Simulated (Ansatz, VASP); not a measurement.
This is a calculation of C for Ansatz 0.2.0.

The input input.yaml:

```yaml
crystal:
  lattice:
    - [0.0, 1.78337, 1.78337]
    - [1.78337, 0.0, 1.78337]
    - [1.78337, 1.78337, 0.0]
  atoms:
    - { symbol: C, position: [0.75, 0.75, 0.75] }
    - { symbol: C, position: [0.5, 0.5, 0.5] }
kpoints:
  mp_grid: { grid: [13, 13, 13] }
scf:
  occupations: { method: fermi_dirac, width: 0.05 }
hamiltonian:
  xc: pbe
  dispersion: d3bj
  pseudopotentials: { kind: all_electron, lapw: { basis_error: 0.001 } }
output:
  forces: true
  stress: true
relax:
  f_tol: 0.005
  max_steps: 60
  cell: {}
```

Potentials or basis: all-electron LAPW, scalar-relativistic.

Launch:

```console
$ ansatz run input.yaml --threads 1 --pin off --max-ram 3072MiB --backend cpu --events-out ev --progress --plain --runs-dir out
```

Task: Set up the same calculation for VASP 6.6.1. Potentials there: VASP PAW PBE potentials, release 64 (C).

Result: As run (the cutoff follows the program's own potentials):

INCAR

```
PREC = Accurate
ENCUT = 600
EDIFF = 1E-6
ISMEAR = -1
SIGMA = 0.05
LREAL = False
LASPH = True
NELM = 60
ALGO = Normal
ISIF = 3
LWAVE = False
LCHARG = False
GGA = PE
IVDW = 12
IBRION = 2
NSW = 80
EDIFFG = -0.005
```

The input KPOINTS:

```
regular mesh
0
Gamma
  13 13 13
```

Contents of POSCAR:

```
C
1.0
    0.0000000000      1.7833700000      1.7833700000
    1.7833700000      0.0000000000      1.7833700000
    1.7833700000      1.7833700000      0.0000000000
C
2
Direct
    0.7500000000      0.7500000000      0.7500000000
    0.5000000000      0.5000000000      0.5000000000
```

Potentials or basis: VASP PAW PBE potentials, release 64 (C).

The run is started by

```console
$ cat potpaw_PBE.64/C/POTCAR > POTCAR
$ mpirun -np 1 vasp_std > vasp.out
```

Both were run:

|  | VASP | Ansatz | Ansatz less VASP |
| --- | --- | --- | --- |
| relaxed volume (Å³/atom) | 5.63 | 5.62 | 0.000 |
| relaxed cell length with the largest relative difference (Å) | 2.515 | 2.515 | -0.0001 |

Ansatz ran all-electron here, and VASP with PAW potentials.
